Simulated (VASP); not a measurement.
Crystal: MgS (Niningerite).

```
S Mg
1.0
     0.00000    2.61888    2.61888
     2.61888    0.00000    2.61888
     2.61888    2.61888    0.00000
S Mg
1 1
Cartesian
  2.6189 2.6189 2.6189
  0.0000 0.0000 0.0000
```

This cell differs from its parent crystal: volume scaled by 1.02.

Program: VASP 6.6.1. Alike in all runs: task single point; no spin polarisation; cell as given; k mesh 9 × 9 × 9; cutoff (eV) 520; smearing fermi-dirac 0.05 eV.

Question: Order these runs on this cell by their band gap on the k mesh, lowest first.
A. level LDA; potentials or basis VASP PAW LDA potentials, release 64 (S, Mg)
B. level PBE; potentials or basis VASP PAW PBE potentials, release 64 (S, Mg)
C. level r2SCAN; potentials or basis VASP PAW PBE potentials, release 64 (S, Mg)

Answer: A (2.65 eV), B (2.86 eV), C (3.52 eV).

A k mesh can miss the band edges.
